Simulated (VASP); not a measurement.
# C in VASP: single point with PBEsol

Aim: the single point of C with PBEsol.

Everything below comes from runs of VASP 6.6.1. Logs are shortened: lines on timing, memory, paths and dates and some standing lists are left out, and cuts for length are marked.

## (1) The cell of the first run

The cell holds a slab with vacuum, 4 atoms: a = 1.706 Å, b = 6.312 Å, c = 17.970 Å, α = 90.00°, β = 90.00°, γ = 90.00°.

## (2) Single point, PBEsol

The input, POSCAR:

```
C
1.0
    1.7062526236      0.0000000000      0.0000000000
    0.0000000000      6.3117731547      0.0000000000
    0.0000000000      0.0000000000     17.9702000000
C
4
Direct
    0.0000000000      0.7500000000      0.4451811658
    0.5000000000      0.2500000000      0.4725905831
    0.5000000000      0.7500000000      0.5274094169
    0.0000000000      0.2500000000      0.5548188342
```

The input, INCAR.step1:

```
SYSTEM = C
  ALGO = Normal
  DIPOL = 0.5 0.5 0.500
  EDIFF = 1E-6
  ENCUT = 520
  GGA = PS
  IDIPOL = 3
  ISIF = 2
  ISMEAR = -1
  LASPH = .True.
  LCHARG = .True.
  LDIPOL = .True.
  LREAL = .False.
  LWAVE = .False.
  NBANDS = 16
  NELM = 100
  PREC = Accurate
  SIGMA = 0.05
```

The input, KPOINTS.step1:

```
k-points
0
Gamma
  19 5 1
  0 0 0
```

The input, INCAR.step2:

```
SYSTEM = C
  ALGO = Normal
  DIPOL = 0.5 0.5 0.500
  EDIFF = 1E-6
  ENCUT = 520
  GGA = PS
  ICHARG = 11
  IDIPOL = 3
  ISIF = 2
  ISMEAR = -5
  LASPH = .True.
  LCHARG = .False.
  LDIPOL = .True.
  LORBIT = 11
  LREAL = .False.
  LWAVE = .False.
  NBANDS = 16
  NEDOS = 2001
  NELM = 100
  PREC = Accurate
  SIGMA = 0.05
```

The input, KPOINTS.step2:

```
k-points
0
Gamma
  29 8 1
  0 0 0
```

Potentials or basis: VASP PAW PBE potentials, release 64 (C).

Started as:

```sh
$ cat potpaw_PBE.64/C/POTCAR > POTCAR
$ cp INCAR.step1 INCAR
$ cp KPOINTS.step1 KPOINTS
$ mpirun -np 1 vasp_std > vasp.out
$ cp INCAR.step2 INCAR
$ cp KPOINTS.step2 KPOINTS
$ mpirun -np 1 vasp_std > vasp.out
```

OUTCAR:

```text
SYSTEM = C
   EDIFF = 1E-6
   ENCUT = 520
   GGA = PS
   ICHARG = 11
   ISIF = 2
   ISMEAR = -5
   LASPH = .True.
   LORBIT = 11
   LREAL = .False.
   NELM = 100
   PREC = Accurate

 ion  position               nearest neighbor table
   1  0.000  0.750  0.445-   3 1.71   3 1.71
   2  0.500  0.250  0.473-   4 1.71   4 1.71
   3  0.500  0.750  0.527-   1 1.71   1 1.71
   4  0.000  0.250  0.555-   2 1.71   2 1.71

  LATTYP: Found a simple orthorhombic cell.
 ALAT       =     1.7062526236
 B/A-ratio  =     3.6992020217
 C/A-ratio  =    10.5319691536

  Lattice vectors:

 A1 = (   1.7062526236,   0.0000000000,   0.0000000000)
 A2 = (   0.0000000000,   6.3117731547,   0.0000000000)
 A3 = (   0.0000000000,   0.0000000000,  17.9702000000)

Analysis of symmetry for initial positions (statically):
=====================================================================
 Subroutine PRICEL returns:
 Original cell was already a primitive cell.

 Routine SETGRP: Setting up the symmetry group for a
 simple orthorhombic supercell.

 Subroutine GETGRP returns: Found  8 space group operations
 (whereof  4 operations were pure point group operations)
 out of a pool of  8 trial point group operations.

The static configuration has the point symmetry C_2h.
 The point group associated with its full space group is D_2h.

Analysis of symmetry for dynamics (positions and initial velocities):
=====================================================================
 Subroutine PRICEL returns:
 Original cell was already a primitive cell.

 Routine SETGRP: Setting up the symmetry group for a
 simple orthorhombic supercell.

 Subroutine GETGRP returns: Found  8 space group operations
 (whereof  4 operations were pure point group operations)
 out of a pool of  8 trial point group operations.

The dynamic configuration has the point symmetry C_2h.
 The point group associated with its full space group is D_2h.

 Subroutine INISYM returns: Found  8 space group operations
 (whereof  4 operations are pure point group operations),
 and found     1 'primitive' translations

----------------------------------------------------------------------------------------

                                     Primitive cell

  volume of cell :     193.5297

  direct lattice vectors                    reciprocal lattice vectors
     1.706252624  0.000000000  0.000000000     0.586079685  0.000000000  0.000000000
     0.000000000  6.311773155  0.000000000     0.000000000  0.158434084  0.000000000
     0.000000000  0.000000000 17.970200000     0.000000000  0.000000000  0.055647683

  length of vectors
     1.706252624  6.311773155 17.970200000     0.586079685  0.158434084  0.055647683

  position of ions in fractional coordinates (direct lattice)
     0.000000000  0.750000000  0.445181166
     0.500000000  0.250000000  0.472590583
     0.500000000  0.750000000  0.527409417
     0.000000000  0.250000000  0.554818834

  ion indices of the primitive-cell ions
   primitive index   ion index
                 1           1
                 2           2
                 3           3
                 4           4

----------------------------------------------------------------------------------------

 KPOINTS: k-points

Automatic generation of k-mesh.
 Grid dimensions read from file:
 generate k-points for:   29    8    1

 Generating k-lattice:

  Cartesian coordinates                     Fractional coordinates (reciprocal lattice)
     0.020209644  0.000000000  0.000000000     0.034482759  0.000000000  0.000000000
     0.000000000  0.019804261  0.000000000     0.000000000  0.125000000  0.000000000
     0.000000000  0.000000000  0.055647683     0.000000000  0.000000000  1.000000000

  Length of vectors
     0.020209644  0.019804261  0.055647683

  Shift w.r.t. Gamma in fractional coordinates (k-lattice)
     0.000000000  0.000000000  0.000000000

 TETIRR: Found    684 inequivalent tetrahedra from     1392

 Subroutine IBZKPT returns following result:
 ===========================================

 Found     75 irreducible k-points:

 Following reciprocal coordinates:
            Coordinates               Weight
  0.000000  0.000000  0.000000      1.000000
  0.034483  0.000000  0.000000      2.000000
  0.068966  0.000000  0.000000      2.000000
  0.103448  0.000000  0.000000      2.000000
  0.137931  0.000000  0.000000      2.000000
  0.172414  0.000000  0.000000      2.000000
[... 16 lines left out ...]
  0.241379  0.125000  0.000000      4.000000
  0.275862  0.125000  0.000000      4.000000
 [... further k-points ...]
   k-points           NKPTS =     75   k-points in BZ     NKDIM =     75   number of bands    NBANDS=     16
   number of dos      NEDOS =   2001   number of ions     NIONS =      4
   total plane-waves  NPLWV =  94080
   dimension x,y,z NGX =    14 NGY =   48 NGZ =  140
   dimension x,y,z NGXF=    28 NGYF=   96 NGZF=  280
   ions per type =               4
   NGX,Y,Z   is equivalent  to a cutoff of  13.64, 12.64, 12.95 a.u.
   NGXF,Y,Z  is equivalent  to a cutoff of  27.28, 25.29, 25.90 a.u.
 SYSTEM =  C
   PREC   = accura    normal or accurate (medium, high low for compatibility)
   ISTART =      0    job   : 0-new  1-cont  2-samecut
   ICHARG =     11    charge: 1-file 2-atom 10-const
   ISPIN  =      1    spin polarized calculation?
   LNONCOLLINEAR =      F non collinear calculations
   LSORBIT =      F    spin-orbit coupling
   LASPH  =      T    aspherical Exc in radial PAW
   ENCUT  =  520.0 eV  38.22 Ry    6.18 a.u.   3.17 11.74 33.41*2*pi/ulx,y,z
   NELM   =    100;   NELMIN=  2; NELMDL=  0     # of ELM steps
   EDIFF  = 0.1E-05   stopping-criterion for ELM
   LREAL  =      F    real-space projection
   EDIFFG = 0.1E-04   stopping-criterion for IOM
   NSW    =      0    number of steps for IOM
   IBRION =     -1    ionic relax: 0-MD 1-quasi-New 2-CG
   NFREE  =      0    steps in history (QN), initial steepest desc. (CG)
   ISIF   =      2    stress and relaxation
   ISYM   =      2    0-nonsym 1-usesym 2-fastsym
   POTIM  = 0.5000    time-step for ionic-motion
   TEBEG  =    0.0;   TEEND  =   0.0 temperature during run
   PSTRESS=    0.0 pullay stress
   NELECT =      16.0000    total number of electrons
   NUPDOWN=      -1.0000    fix difference up-down
   EMIN   =  10.00;   EMAX   =-10.00  energy-range for DOS
   EFERMI =   0.00;   METHOD = LEGACY
   ISMEAR =    -5;   SIGMA  =   0.05  broadening in eV -4-tet -1-fermi 0-gaus
   EFERMI_NEDOS =   21; number of points for ismear=-14 and -15
   IALGO  =     38    algorithm
   IMIX   =      4    mixing-type and parameters
     AMIX     =   0.40;   BMIX     =  1.00
     AMIX_MAG =   1.60;   BMIX_MAG =  1.00
  volume/ion in A,a.u.               =      48.38       326.50
  Fermi-wavevector in a.u.,A,eV,Ry     =   0.713180  1.347714  6.920266  0.508625
  Thomas-Fermi vector in A             =   1.800750
   LORBIT       =     11    0 simple, 1 ext, 2 COOP (PROOUT), +10 PAW based schemes
   GGA     = PS    functional components
   LHFCALC =     F    Hartree Fock is set to
   AEXX    =    0.0000 exact exchange contribution
   IVDW    =     0    specifies the selected vdW correction
   LEPSILON=     F    determine dielectric tensor
   LRPA    =     F    only Hartree local field effects (RPA)
 non-spin polarized calculation
 Fermi weights with tetrahedron method with Bloechl corrections
  energy-cutoff  :      520.00
  volume of cell :      193.53
 maximum number of plane-waves:      5268
 NGX is ok and might be reduce to    14

 number of electron      16.0000000 magnetization

 dipolmoment           0.000000      0.000000      0.000000 electrons x Angstroem

 Free energy of the ion-electron system (eV)
  ---------------------------------------------------
  ext. energy  EPLUGINS =         0.00000000
  ---------------------------------------------------
  free energy    TOTEN  =       -24.35237639 eV

  energy without entropy =      -24.35237639  energy(sigma->0) =      -24.35237639

 E-fermi :  -3.7193     XC(G=0):  -2.8177

 val. band max:       -3.6722551284   @ k =   0.3793   0.5000   0.0000
 cond. band min:      -3.7043063380   @ k =   0.3448   0.5000   0.0000
 fundamental gap:     -0.0320512096
 Fermi energy:        -3.7192768273

 k-point     1 :       0.0000    0.0000    0.0000
  band No.  band energies     occupation
      1     -22.6059      2.00000
      2     -22.2155      2.00000
      3     -14.5567      2.00000
      4     -14.0810      2.00000
      5     -10.8544      2.00000
      6      -9.0503      2.00000
[... 8 lines left out ...]
     15       2.8568      0.00000
     16       3.1451      0.00000

 k-point     2 :       0.0345    0.0000    0.0000
  band No.  band energies     occupation
      1     -22.5592      2.00000
      2     -22.1696      2.00000
      3     -14.5160      2.00000
      4     -14.0421      2.00000
      5     -10.7987      2.00000
      6      -8.9969      2.00000
[... 8 lines left out ...]
     15       2.9115      0.00000
     16       3.1926      0.00000

 k-point     3 :       0.0690    0.0000    0.0000
  band No.  band energies     occupation
      1     -22.4193      2.00000
      2     -22.0322      2.00000
      3     -14.3941      2.00000
      4     -13.9258      2.00000
      5     -10.6319      2.00000
      6      -8.8368      2.00000
[... 8 lines left out ...]
     15       3.0746      0.00000
     16       3.3344      0.00000
[... 362 lines left out ...]
 k-point    23 :       0.2414    0.1250    0.0000
  band No.  band energies     occupation
      1     -20.3279      2.00000
      2     -20.0050      2.00000
      3     -12.6590      2.00000
      4     -12.3092      2.00000
      5      -8.1022      2.00000
      6      -6.4945      2.00000
[... 8 lines left out ...]
     15       4.2645      0.00000
     16       4.7937      0.00000

 k-point    24 :       0.2759    0.1250    0.0000
  band No.  band energies     occupation
      1     -19.6448      2.00000
      2     -19.3335      2.00000
      3     -12.1514      2.00000
      4     -11.8346      2.00000
      5      -7.3073      2.00000
      6      -5.7310      2.00000
[... 8 lines left out ...]
     15       3.8999      0.00000
     16       4.4874      0.00000

 [... further k-points ...]

------------------------ aborting loop because EDIFF is reached ----------------------------------------

 vacuum level on the upper side and lower side of the slab       (xc-potential included)        -0.103        -0.103

  FORCE on cell =-STRESS in cart. coord.  units (eV):
  Direction    XX          YY          ZZ          XY          YZ          ZX
  --------------------------------------------------------------------------------------
  -------------------------------------------------------------------------------------
  Total      -15.1913956     -0.2721869     -2.1119904      0.0000000      0.0000000      0.0000000
  in kB     -125.7652424     -2.2533578    -17.4845676      0.0000000      0.0000000      0.0000000
  external PRESSURE =     -48.5010559 kB  Pullay stress =       0.0000000 kB

 VOLUME and BASIS-vectors are now :
 -----------------------------------------------------------------------------
  energy-cutoff  :      520.00
  volume of cell :      193.53
      direct lattice vectors                 reciprocal lattice vectors
     1.706252624  0.000000000  0.000000000     0.586079685  0.000000000  0.000000000
     0.000000000  6.311773155  0.000000000     0.000000000  0.158434084  0.000000000
     0.000000000  0.000000000 17.970200000     0.000000000  0.000000000  0.055647683

 POSITION                                       TOTAL-FORCE (eV/Angst)
 -----------------------------------------------------------------------------------
      0.00000      4.73383      7.99999         0.000000     -0.000000      0.905085
      0.85313      1.57794      8.49255         0.000000     -0.000000      0.701564
      0.85313      4.73383      9.47765         0.000000     -0.000000     -0.701564
      0.00000      1.57794      9.97021        -0.000000      0.000000     -0.905085
 -----------------------------------------------------------------------------------
    total drift:                               -0.000000      0.000000     -0.000000

  FREE ENERGIE OF THE ION-ELECTRON SYSTEM (eV)
  ---------------------------------------------------
  free  energy   TOTEN  =       -24.3523763881 eV

  energy  without entropy=      -24.3523763881  energy(sigma->0) =      -24.35237639

 vacuum level on the upper side and lower side of the slab         1.829         1.829

 total charge

# of ion       s       p       d       tot
------------------------------------------
    1        0.929   1.253   0.000   2.182
    2        0.926   1.259   0.000   2.185
    3        0.926   1.259   0.000   2.185
    4        0.929   1.253   0.000   2.182
--------------------------------------------------
tot          3.710   5.023   0.000   8.733
```

It took 5.6 min on 1 thread of Intel Xeon 8259CL, shared host; peak memory 0.37 GiB.

What came out:

```yaml
Valence_electrons_inside_the_program's_atomic_spheres: C 2.18, 2.19 (each value once)
```

Caveat: the PAW data sets were made with another functional, which shifts forces and pressure a little.
